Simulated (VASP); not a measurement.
The system is FeO (Wuestite).

```
Fe O
1.0
     0.00000    2.15540    2.15540
     2.15540    0.00000    2.15540
     2.15540    2.15540    0.00000
Fe O
1 1
Direct
  0.00000 0.00000 0.00000
  0.50000 0.50000 0.50000
```

- Program: VASP 6.6.1
- Task: relaxation of cell and atoms
- Functional: BLYP
- Potentials or basis: VASP PAW PBE potentials, release 64 (Fe, O)
- Cutoff: 600 eV
- k mesh: 8 × 8 × 8
- Occupations: fermi-dirac, width 0.05 eV
- Spin: collinear spin, ferromagnetic start
- Starting moments: [3.0, 0.0] μB

At the start: pressure 6.9 GPa; volume 10.01 Å³/atom.

Q: How do energy, volume and symmetry change on relaxing?

A: Over 3 steps the energy falls by 8.0 meV/atom and the volume is 10.40 Å³/atom (+3.9 %); space group Fm-3m (No. 225, to 0.05 Å); moment 4.00 μB per cell.

Step by step:
```tsv
step	energy change (eV)	largest force (eV/Å)	pressure (GPa)	volume (Å³)
1	0.0000	0.0000	6.85	20.03
2	-0.0100	0.0000	-3.81	21.29
3	-0.0161	0.0000	-0.05	20.80
```

Final structure:
```
Fe O
1.0
     0.00000    2.18276    2.18276
     2.18276    0.00000    2.18276
     2.18276    2.18276    0.00000
Fe O
1 1
Direct
  0.00000 0.00000 0.00000
  0.50000 0.50000 0.50000
```

Caveat: the PAW data sets were made with another functional, which shifts forces and pressure a little; a cell with one magnetic atom can't hold antiferromagnetic order, which such compounds often take.
